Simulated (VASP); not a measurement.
Input of a VASP 6.6.1 run:

POSCAR

```
C
1.0
    2.4600000000      0.0000000000      0.0000000000
   -1.2300000000      2.1304224933      0.0000000000
    0.0000000000      0.0000000000      6.7000000000
C
4
Direct
    0.0000000000      0.0000000000      0.0000000000
    0.3333333333      0.6666666667      0.0000000000
    0.0000000000      0.0000000000     -0.5000000000
    0.6666666667      0.3333333333     -0.5000000000
```

Contents of INCAR.step1:

```
SYSTEM = C
PREC = Accurate ; ENCUT = 600
ISMEAR = 0 ; SIGMA = 0.05
LREAL = .False. ; LASPH = .True.
NELM = 60 ; GGA = PE
ALGO = Normal ; EDIFF = 1E-4
LWAVE = .True. ; LCHARG = .False.
```

File INCAR.step2:

```
SYSTEM = C
PREC = Accurate ; ENCUT = 600
EDIFF = 1E-7 ; ISMEAR = 0
SIGMA = 0.05 ; LREAL = .False.
LASPH = .True. ; NELM = 60
ALGO = Normal ; ISIF = 3
LWAVE = .False. ; LCHARG = .False.
METAGGA = R2SCAN ; LMIXTAU = .True.
IBRION = 2 ; NSW = 80
EDIFFG = -0.003 ; ISTART = 1
```

The input KPOINTS:

```
regular mesh
0
Gamma
  12 12 4
  0 0 0
```

Potentials or basis: VASP PAW PBE potentials, release 64 (C).

Run with:

```bash
$ cat potpaw_PBE.64/C/POTCAR > POTCAR
$ cp INCAR.step1 INCAR
$ mpirun -np 1 vasp_std > vasp.out
$ cp INCAR.step2 INCAR
$ mpirun -np 1 vasp_std > vasp.out
```

Problem. Predict the relaxed cell.

Solution. a = 2.457 Å, b = 2.457 Å, c = 6.928 Å, α = 90.00°, β = 90.00°, γ = 120.00°.

Problem. Predict the relaxed volume.

Solution. 9.05 Å³/atom.

Problem. Estimate the space group after relaxing (to 0.05 Å).

Solution. P6_3/mmc (No. 194).

The path:
| step | energy change (eV) | largest force (eV/Å) | pressure (GPa) | volume (Å³) |
| --- | --- | --- | --- | --- |
| 1 | 0.0000 | 0.0000 | -0.81 | 35.11 |
| 2 | 0.0018 | 0.0000 | 3.17 | 34.89 |
| 3 | -0.0008 | 0.0000 | 0.58 | 35.03 |
| 4 | -0.0014 | 0.0000 | 0.52 | 35.14 |
| 5 | -0.0029 | 0.0000 | 0.36 | 35.45 |
| 6 | -0.0043 | 0.0000 | 0.06 | 36.07 |
| 7 | -0.0043 | 0.0000 | 0.00 | 36.22 |

Caveat: the PAW data sets were made with another functional, which shifts forces and pressure a little.
